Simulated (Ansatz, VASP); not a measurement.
# Hf7SiO16: VASP beside Ansatz

```
Si Hf O
1.0
     0.00000    5.11500    5.11500
     5.11500    0.00000    5.11500
     5.11500    5.11500    0.00000
Si Hf O
1 7 16
Direct
  0.00000 0.00000 0.00000
  0.00000 0.00000 0.50000
  0.00000 0.50000 0.00000
  0.00000 0.50000 0.50000
  0.50000 0.00000 0.00000
  0.50000 0.00000 0.50000
  0.50000 0.50000 0.00000
  0.50000 0.50000 0.50000
  0.12000 0.12000 0.12000
  0.12000 0.12000 0.64001
  0.12000 0.64001 0.12000
  0.12143 0.62619 0.62619
  0.64001 0.12000 0.12000
  0.62619 0.12143 0.62619
  0.62619 0.62619 0.12143
  0.62619 0.62619 0.62619
  0.37381 0.37381 0.37381
  0.37381 0.37381 0.87857
  0.37381 0.87857 0.37381
  0.35999 0.88000 0.88000
  0.87857 0.37381 0.37381
  0.88000 0.35999 0.88000
  0.88000 0.88000 0.35999
  0.88000 0.88000 0.88000
```

Alike in both runs: functional PBE; k mesh 3 × 3 × 3; occupations fermi-dirac, width 0.01 eV; no spin polarisation.

Ansatz relaxed the structure, and its values are those at the end. VASP's run is a single point on that final structure, the one shown.

|  | VASP | Ansatz |
| --- | --- | --- |
| version | VASP 6.6.1 | Ansatz 0.2.0 |
| potentials or method | VASP PAW PBE potentials, release 64 (Si, Hf_pv, O) | plane-wave PAW, scalar-relativistic |
| plane-wave cutoff (eV) | 520 | 420 |
| valence electrons in the cell | 170 | 282 |

|  | VASP | Ansatz | Ansatz less VASP |
| --- | --- | --- | --- |
| gap on the k mesh at the Fermi level (eV) | 1.61 | 1.59 | -0.021 |
| pressure (GPa) | -12.1 | -9.2 | +2.96 |
| rms of the force components (eV/Å) | 0.040 | 0.000 | -0.0400 |

VASP's potentials hold 170 valence electrons a cell and Ansatz's 282, so a difference there can come from the potentials and not from the codes. Ansatz's warnings: stress scf threshold loose.

Spin-orbit coupling is off throughout.
